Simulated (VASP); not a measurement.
# GaN in VASP: notebook

Runs on GaN. Level: PBEsol. Tasks: relaxation of the atoms, single point.

Program: VASP 6.6.1. These are calculated values, not measurements. Logs are shortened: lines on timing, memory, paths and dates and some standing lists are left out, and cuts for length are marked.

## Step 1: The cell of the first run

The cell holds a slab with vacuum, 8 atoms: a = 3.183 Å, b = 3.183 Å, c = 25.418 Å, α = 90.00°, β = 90.00°, γ = 120.00°.

## Step 2: Relaxation of the atoms, PBEsol

INCAR reads:

```
SYSTEM = GaN
PREC = Accurate
ENCUT = 520
EDIFF = 1E-7
ISMEAR = 0
SIGMA = 0.05
LREAL = .FALSE.
LASPH = .TRUE.
NELM = 120
ALGO = Normal
ISIF = 2
LWAVE = .FALSE.
LCHARG = .FALSE.
LDIPOL = .TRUE.
IDIPOL = 3
DIPOL = 0.5 0.5 0.500
GGA = PS
IBRION = 2
NSW = 90
EDIFFG = -0.03
GGA_COMPAT = .FALSE.
NELMIN = 4
NELMDL = -8
```

KPOINTS reads:

```
regular mesh
0
G
  9 9 1
  0 0 0
```

POSCAR reads:

```
GaN
1.0
    3.1825784858      0.0000000000      0.0000000000
   -1.5912892429      2.7561938182      0.0000000000
    0.0000000000      0.0000000000     25.4179595827
N Ga
4 4
Selective dynamics
Direct
    0.3333333333      0.6666666667      0.3344092185  F F F
    0.6666666667      0.3333333333      0.4364124116  F F F
    0.3333333333      0.6666666667      0.5384156047  T T T
    0.6666666667      0.3333333333      0.6404187978  T T T
    0.6666666667      0.3333333333      0.3595812022  F F F
    0.3333333333      0.6666666667      0.4615843953  F F F
    0.6666666667      0.3333333333      0.5635875884  T T T
    0.3333333333      0.6666666667      0.6655907815  T T T
```

Potentials or basis: VASP PAW PBE potentials, release 64 (N, Ga_d).

Command:

```sh
$ cat potpaw_PBE.64/N/POTCAR potpaw_PBE.64/Ga_d/POTCAR > POTCAR
$ mpirun -np 1 vasp_std > vasp.out
```

OUTCAR:

```text
SYSTEM = GaN
   PREC = Accurate
   ENCUT = 520
   EDIFF = 1E-7
   ISMEAR = 0
   LREAL = .FALSE.
   LASPH = .TRUE.
   NELM = 120
   ISIF = 2
   GGA = PS
   IBRION = 2
   NSW = 90
   EDIFFG = -0.03
   NELMIN = 4
   NELMDL = -8

 ion  position               nearest neighbor table
   1  0.333  0.667  0.334-   5 1.95   5 1.95   5 1.95
   2  0.667  0.333  0.436-   6 1.95   6 1.95   6 1.95   5 1.95
   3  0.333  0.667  0.538-   7 1.95   7 1.95   7 1.95   6 1.95
   4  0.667  0.333  0.640-   8 1.95   8 1.95   8 1.95   7 1.95
   5  0.667  0.333  0.360-   1 1.95   1 1.95   1 1.95   2 1.95
   6  0.333  0.667  0.462-   2 1.95   2 1.95   2 1.95   3 1.95
   7  0.667  0.333  0.564-   3 1.95   3 1.95   3 1.95   4 1.95
   8  0.333  0.667  0.666-   4 1.95   4 1.95   4 1.95

  LATTYP: Found a hexagonal cell.
 ALAT       =     3.1825784858
 C/A-ratio  =     7.9865931653

  Lattice vectors:

 A1 = (   3.1825784858,   0.0000000000,   0.0000000000)
 A2 = (  -1.5912892429,   2.7561938182,   0.0000000000)
 A3 = (   0.0000000000,   0.0000000000,  25.4179595827)

Analysis of symmetry for initial positions (statically):
=====================================================================
 Subroutine PRICEL returns:
 Original cell was already a primitive cell.

 Routine SETGRP: Setting up the symmetry group for a
 hexagonal supercell.

 Subroutine GETGRP returns: Found  6 space group operations
 (whereof  6 operations were pure point group operations)
 out of a pool of 24 trial point group operations.

The static configuration has the point symmetry C_3v.

Analysis of symmetry for dynamics (positions and initial velocities):
=====================================================================
 Subroutine PRICEL returns:
 Original cell was already a primitive cell.

 Routine SETGRP: Setting up the symmetry group for a
 hexagonal supercell.

 Subroutine GETGRP returns: Found  6 space group operations
 (whereof  6 operations were pure point group operations)
 out of a pool of 24 trial point group operations.

The dynamic configuration has the point symmetry C_3v.

Analysis of constrained symmetry for selective dynamics:
=====================================================================
 Subroutine PRICEL returns:
 Original cell was already a primitive cell.

 Routine SETGRP: Setting up the symmetry group for a
 hexagonal supercell.

 Subroutine GETGRP returns: Found  6 space group operations
 (whereof  6 operations were pure point group operations)
 out of a pool of 24 trial point group operations.

The constrained configuration has the point symmetry C_3v.

 Subroutine INISYM returns: Found  6 space group operations
 (whereof  6 operations are pure point group operations),
 and found     1 'primitive' translations

----------------------------------------------------------------------------------------

                                     Primitive cell

  volume of cell :     222.9613

  direct lattice vectors                    reciprocal lattice vectors
     3.182578486  0.000000000  0.000000000     0.314210633  0.181409593  0.000000000
    -1.591289243  2.756193818  0.000000000     0.000000000  0.362819187  0.000000000
     0.000000000  0.000000000 25.417959583     0.000000000  0.000000000  0.039342261

  length of vectors
     3.182578486  3.182578486 25.417959583     0.362819187  0.362819187  0.039342261

  position of ions in fractional coordinates (direct lattice)
     0.333333333  0.666666667  0.334409218
     0.666666667  0.333333333  0.436412412
     0.333333333  0.666666667  0.538415605
     0.666666667  0.333333333  0.640418798
     0.666666667  0.333333333  0.359581202
     0.333333333  0.666666667  0.461584395
     0.666666667  0.333333333  0.563587588
     0.333333333  0.666666667  0.665590782

  ion indices of the primitive-cell ions
   primitive index   ion index
                 1           1
                 2           2
                 3           3
                 4           4
                 5           5
                 6           6
                 7           7
                 8           8

----------------------------------------------------------------------------------------

 KPOINTS: regular mesh

Automatic generation of k-mesh.
 Grid dimensions read from file:
 generate k-points for:    9    9    1

 Generating k-lattice:

  Cartesian coordinates                     Fractional coordinates (reciprocal lattice)
     0.034912293  0.020156621  0.000000000     0.111111111 -0.000000000  0.000000000
     0.000000000  0.040313243  0.000000000     0.000000000  0.111111111  0.000000000
     0.000000000  0.000000000  0.039342261     0.000000000  0.000000000  1.000000000

  Length of vectors
     0.040313243  0.040313243  0.039342261

  Shift w.r.t. Gamma in fractional coordinates (k-lattice)
     0.000000000  0.000000000  0.000000000

 Subroutine IBZKPT returns following result:
 ===========================================

 Found     12 irreducible k-points:

 Following reciprocal coordinates:
            Coordinates               Weight
  0.000000  0.000000  0.000000      1.000000
  0.111111  0.000000  0.000000      6.000000
  0.222222  0.000000  0.000000      6.000000
  0.333333  0.000000  0.000000      6.000000
  0.444444  0.000000  0.000000      6.000000
  0.111111  0.111111  0.000000      6.000000
  0.222222  0.111111  0.000000     12.000000
  0.333333  0.111111  0.000000     12.000000
  0.444444  0.111111  0.000000      6.000000
  0.222222  0.222222  0.000000      6.000000
  0.333333  0.222222  0.000000     12.000000
  0.333333  0.333333  0.000000      2.000000
   k-points           NKPTS =     12   k-points in BZ     NKDIM =     12   number of bands    NBANDS=     43
   number of dos      NEDOS =    301   number of ions     NIONS =      8
   total plane-waves  NPLWV = 110592
   dimension x,y,z NGX =    24 NGY =   24 NGZ =  192
   dimension x,y,z NGXF=    48 NGYF=   48 NGZF=  384
   ions per type =               4   4
   NGX,Y,Z   is equivalent  to a cutoff of  12.54, 12.54, 12.56 a.u.
   NGXF,Y,Z  is equivalent  to a cutoff of  25.07, 25.07, 25.12 a.u.
 SYSTEM =  GaN
   PREC   = accura    normal or accurate (medium, high low for compatibility)
   ISTART =      0    job   : 0-new  1-cont  2-samecut
   ICHARG =      2    charge: 1-file 2-atom 10-const
   ISPIN  =      1    spin polarized calculation?
   LNONCOLLINEAR =      F non collinear calculations
   LSORBIT =      F    spin-orbit coupling
   LASPH  =      T    aspherical Exc in radial PAW
   ENCUT  =  520.0 eV  38.22 Ry    6.18 a.u.   5.92  5.92 47.26*2*pi/ulx,y,z
   NELM   =    120;   NELMIN=  4; NELMDL= -8     # of ELM steps
   EDIFF  = 0.1E-06   stopping-criterion for ELM
   LREAL  =      F    real-space projection
   EDIFFG = -.3E-01   stopping-criterion for IOM
   NSW    =     90    number of steps for IOM
   IBRION =      2    ionic relax: 0-MD 1-quasi-New 2-CG
   NFREE  =      1    steps in history (QN), initial steepest desc. (CG)
   ISIF   =      2    stress and relaxation
   ISYM   =      2    0-nonsym 1-usesym 2-fastsym
   POTIM  = 0.5000    time-step for ionic-motion
   TEBEG  =    0.0;   TEEND  =   0.0 temperature during run
   PSTRESS=    0.0 pullay stress
   NELECT =      72.0000    total number of electrons
   NUPDOWN=      -1.0000    fix difference up-down
   EMIN   =  10.00;   EMAX   =-10.00  energy-range for DOS
   EFERMI =   0.00;   METHOD = LEGACY
   ISMEAR =     0;   SIGMA  =   0.05  broadening in eV -4-tet -1-fermi 0-gaus
   EFERMI_NEDOS =   21; number of points for ismear=-14 and -15
   IALGO  =     38    algorithm
   IMIX   =      4    mixing-type and parameters
     AMIX     =   0.40;   BMIX     =  1.00
     AMIX_MAG =   1.60;   BMIX_MAG =  1.00
  volume/ion in A,a.u.               =      27.87       188.08
  Fermi-wavevector in a.u.,A,eV,Ry     =   1.123162  2.122469 17.163658  1.261493
  Thomas-Fermi vector in A             =   2.259827
   LORBIT       =      0    0 simple, 1 ext, 2 COOP (PROOUT), +10 PAW based schemes
   GGA     = PS    functional components
   LHFCALC =     F    Hartree Fock is set to
   AEXX    =    0.0000 exact exchange contribution
   IVDW    =     0    specifies the selected vdW correction
   LEPSILON=     F    determine dielectric tensor
   LRPA    =     F    only Hartree local field effects (RPA)
 conjugate gradient relaxation of ions
 non-spin polarized calculation
 Gauss-broadening in eV      SIGMA  =   0.05
  energy-cutoff  :      520.00
  volume of cell :      222.96
 maximum number of plane-waves:      6030
 NGX is ok and might be reduce to    24
   NGX = 11   NGY = 11   NGZ = 95

 dipolmoment           0.000000      0.000000      0.135688 electrons x Angstroem

--------------------------------------- Ionic step        1  -------------------------------------------

 number of electron      72.0000007 magnetization

 Free energy of the ion-electron system (eV)
  ---------------------------------------------------
  ext. energy  EPLUGINS =         0.00000000
  ---------------------------------------------------
  free energy    TOTEN  =       -48.90166741 eV

  energy without entropy =      -48.88753128  energy(sigma->0) =      -48.89459935

------------------------ aborting loop because EDIFF is reached ----------------------------------------

  FORCE on cell =-STRESS in cart. coord.  units (eV):
  Direction    XX          YY          ZZ          XY          YZ          ZX
  --------------------------------------------------------------------------------------
  -------------------------------------------------------------------------------------
  Total       -1.2133866     -1.2133866      1.1148307     -0.0000000      0.0000000      0.0000000
  in kB       -8.7192720     -8.7192720      8.0110593     -0.0000000      0.0000000      0.0000000
  external PRESSURE =      -3.1424949 kB  Pullay stress =       0.0000000 kB
[... 107 lines left out ...]
  FREE ENERGIE OF THE ION-ELECTRON SYSTEM (eV)
  ---------------------------------------------------
  free  energy   TOTEN  =       -48.9582324040 eV

  energy  without entropy=      -48.9477003150  energy(sigma->0) =      -48.95296636

[... ionic steps 4 to 9 ...]

--------------------------------------- Ionic step       10  -------------------------------------------

 number of electron      71.9999993 magnetization

------------------------ aborting loop because EDIFF is reached ----------------------------------------

  FORCE on cell =-STRESS in cart. coord.  units (eV):
  Direction    XX          YY          ZZ          XY          YZ          ZX
  --------------------------------------------------------------------------------------
  -------------------------------------------------------------------------------------
  Total       -0.4335152     -0.4335152     -0.1028325     -0.0000000      0.0000000      0.0000000
  in kB       -3.1151956     -3.1151956     -0.7389439     -0.0000000      0.0000000      0.0000000
  external PRESSURE =      -2.3231117 kB  Pullay stress =       0.0000000 kB
[... 69 lines left out ...]
  energy  without entropy=      -48.9533452411  energy(sigma->0) =      -48.95852325

--------------------------------------- Ionic step       12  -------------------------------------------

 number of electron      71.9999991 magnetization

 dipolmoment           0.000000      0.000000     -0.181156 electrons x Angstroem

 Free energy of the ion-electron system (eV)
  ---------------------------------------------------
  ext. energy  EPLUGINS =         0.00000000
  ---------------------------------------------------
  free energy    TOTEN  =       -48.96385899 eV

  energy without entropy =      -48.95353142  energy(sigma->0) =      -48.95869520

 E-fermi :  -0.8468     XC(G=0):  -5.5576

 val. band max:       -0.8639951895   @ k =   0.2222   0.2222   0.0000
 cond. band min:      -0.8360954114   @ k =   0.3333   0.2222   0.0000
 fundamental gap:      0.0278997781
 Fermi energy:        -0.8467974510

 k-point     1 :       0.0000    0.0000    0.0000
  band No.  band energies     occupation
      1     -18.7173      2.00000
      2     -18.0519      2.00000
      3     -16.9493      2.00000
      4     -16.7248      2.00000
      5     -16.7248      2.00000
      6     -16.5087      2.00000
[... 541 lines left out ...]
     42       5.2684      0.00000
     43       5.6273      0.00000

------------------------ aborting loop because EDIFF is reached ----------------------------------------

 vacuum level on the upper side and lower side of the slab       (xc-potential included)        -1.908         1.780

  FORCE on cell =-STRESS in cart. coord.  units (eV):
  Direction    XX          YY          ZZ          XY          YZ          ZX
  --------------------------------------------------------------------------------------
  -------------------------------------------------------------------------------------
  Total       -0.4053302     -0.4053302     -0.0841774      0.0000000     -0.0000000      0.0000000
  in kB       -2.9126610     -2.9126610     -0.6048900      0.0000000     -0.0000000      0.0000000
  external PRESSURE =      -2.1434040 kB  Pullay stress =       0.0000000 kB

 VOLUME and BASIS-vectors are now :
 -----------------------------------------------------------------------------
  energy-cutoff  :      520.00
  volume of cell :      222.96
      direct lattice vectors                 reciprocal lattice vectors
     3.182578486  0.000000000  0.000000000     0.314210633  0.181409593  0.000000000
    -1.591289243  2.756193818  0.000000000     0.000000000  0.362819187  0.000000000
     0.000000000  0.000000000 25.417959583     0.000000000  0.000000000  0.039342261
[... 14 lines left out ...]
  FREE ENERGIE OF THE ION-ELECTRON SYSTEM (eV)
  ---------------------------------------------------
  free  energy   TOTEN  =       -48.9638589852 eV

  energy  without entropy=      -48.9535314223  energy(sigma->0) =      -48.95869520

 reached required accuracy - stopping structural energy minimisation

 vacuum level on the upper side and lower side of the slab         3.029         6.792
```

Run time: 17 min. Hardware: 1 thread of AMD EPYC 9R45 (Zen 5), shared host; peak memory 0.35 GiB.

What came out:

```yaml
Free_energy: -48.9639 eV
Energy_gained_by_relaxing: 7.8 meV/atom
Ionic_steps: 12
Band_gap_on_the_k_mesh: zero (bands 36 and 37 overlap by 0.60 eV)
```

The path:
```tsv
step	energy change (eV)	largest force on free atoms (eV/Å)	pressure (GPa)
1	0.0000	1.0601	-0.31
2	-0.0565	0.1869	-0.19
3	-0.0566	0.1825	-0.18
4	-0.0599	0.0993	-0.11
5	-0.0606	0.1008	-0.06
6	-0.0611	0.0426	-0.07
7	-0.0613	0.0393	-0.08
8	-0.0615	0.0376	-0.10
9	-0.0619	0.0360	-0.14
10	-0.0620	0.0869	-0.23
11	-0.0620	0.0607	-0.19
12	-0.0622	0.0278	-0.21
```

Final structure:
```
N Ga
1.0
     3.18258    0.00000    0.00000
    -1.59129    2.75619    0.00000
     0.00000    0.00000   25.41796
N Ga
4 4
Direct
  0.33333 0.66667 0.33441
  0.66667 0.33333 0.43641
  0.33333 0.66667 0.54094
  0.66667 0.33333 0.64334
  0.66667 0.33333 0.35958
  0.33333 0.66667 0.46158
  0.66667 0.33333 0.56275
  0.33333 0.66667 0.66559
```

Caveat: the PAW data sets were made with another functional, which shifts forces and pressure a little.

(Continued in part 2 of 2.)
